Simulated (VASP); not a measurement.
Wanted: the native input for a VASP 6.6.1 run.

- Task: single point
- Functional: PBE
- Potentials or basis: VASP PAW PBE potentials, release 64 (Rb_sv)
- Cutoff: 520 eV
- k mesh: 7 × 7 × 5
- Occupations: fermi-dirac, width 0.08 eV
- Spin: no spin polarisation
- Dipole correction: no
- Further INCAR settings: ALGO = Normal; EDIFF = 1e-06; NBANDS = 26

The structure of Rb lies in POSCAR:

```
Rb
1.0
    4.8347709863      0.0000000000      0.0000000000
   -2.4173854931      4.1870344956      0.0000000000
    0.0000000000      0.0000000000      7.2282142318
Rb
4
Direct
    0.0000000000      0.0000000000      0.0000000000
    0.0000000000      0.0000000000      0.5000000000
    0.3333333333      0.6666666667      0.2500000000
    0.6666666667      0.3333333333      0.7500000000
```

These files were run (other wordings do the same):

INCAR

```
SYSTEM = Rb
PREC     = Accurate       ! precision mode
ENCUT    = 520            ! plane-wave cutoff, eV
EDIFF    = 1E-6           ! SCF threshold, eV
ISMEAR   = -1             ! smearing method
SIGMA    = 0.08           ! smearing width, eV
LREAL    = .FALSE.        ! projectors in reciprocal space
LASPH    = .TRUE.         ! aspherical terms in the spheres
NELM     = 60             ! most SCF steps
ALGO     = Normal         ! electronic algorithm
ISIF     = 2              ! what is computed and relaxed
LWAVE    = .FALSE.        ! write WAVECAR
LCHARG   = .FALSE.        ! write CHGCAR
GGA      = PE             ! functional
NBANDS   = 26             ! bands
```

KPOINTS

```
Automatic mesh
0
G
  7 7 5
  0 0 0
```

Potentials or basis: VASP PAW PBE potentials, release 64 (Rb_sv).

Run with:

```bash
$ cat potpaw_PBE.64/Rb_sv/POTCAR > POTCAR
$ mpirun -np 1 vasp_std > vasp.out
```

It gave:

```
Pressure               : 10.1 GPa
Band gap on the k mesh : zero (band 18 reaches 3.38 eV, above the bottom of band 19 at 3.21 eV)
```

Wall time 2.1 min on 1 thread of AMD EPYC 7R43 64-Core Processor (Zen 3), with other jobs on the host, peak memory 0.25 GiB.
